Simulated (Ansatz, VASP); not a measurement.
# Two plane-wave programs on Ga

The input INCAR:

```
  ALGO = Fast
  EDIFF = 1E-6
  ENCUT = 520
  GGA = PE
  ISIF = 2
  ISMEAR = 0
  LASPH = True
  LCHARG = True
  LELF = True
  LREAL = False
  LVHAR = True
  LWAVE = False
  NBANDS = 48
  NELM = 80
  PREC = Accurate
  SIGMA = 0.05
```

The input KPOINTS:

```
k-points
0
Gamma
  8 8 8
```

Contents of POSCAR:

```
Ga
1.0
   -2.9755000000      2.9755000000      2.9755000000
    2.9755000000     -2.9755000000      2.9755000000
    2.9755000000      2.9755000000     -2.9755000000
Ga
6
Direct
    0.2500000000      0.6250000000      0.3750000000
    0.3750000000      0.2500000000      0.6250000000
    0.7500000000      0.8750000000      0.1250000000
    0.1250000000      0.7500000000      0.8750000000
    0.6250000000      0.3750000000      0.2500000000
    0.8750000000      0.1250000000      0.7500000000
```

Input for Ansatz:

```yaml
crystal:
  lattice:
    - [-2.9755, 2.9755, 2.9755]
    - [2.9755, -2.9755, 2.9755]
    - [2.9755, 2.9755, -2.9755]
  atoms:
    - { symbol: Ga, position: [0.25, 0.625, 0.375] }
    - { symbol: Ga, position: [0.375, 0.25, 0.625] }
    - { symbol: Ga, position: [0.75, 0.875, 0.125] }
    - { symbol: Ga, position: [0.125, 0.75, 0.875] }
    - { symbol: Ga, position: [0.625, 0.375, 0.25] }
    - { symbol: Ga, position: [0.875, 0.125, 0.75] }
basis:
  ecutwfc: 500
  fft_grid_basis: typed
kpoints:
  mp_grid: { grid: [8, 8, 8] }
hamiltonian:
  xc: pbe
  pseudopotentials: { kind: paw }
scf:
  occupations: { method: gaussian, width: 0.05 }
output:
  forces: true
  stress: true
  eigenvalues: true
  bader: true
  write_density: true
  volumetric_format: npy
  elf: true
```

Alike in both runs: task single point; functional PBE; k mesh 8 × 8 × 8; occupations gaussian, width 0.05 eV; no spin polarisation.

```csv
,VASP,Ansatz
version,VASP 6.6.1,Ansatz 0.2.0
potentials or method,"VASP PAW PBE potentials, release 64 (Ga_d), cutoff 520 eV","scalar-relativistic, plane waves, PAW"
valence electrons in the cell,78,78
```

```tsv
	VASP	Ansatz	Ansatz less VASP
gap on the k mesh at the Fermi level (eV)	none	none	-
pressure (GPa)	4.6	4.4	-0.18
```

A gap of «none» marks a metal or a gap that the smearing closes.
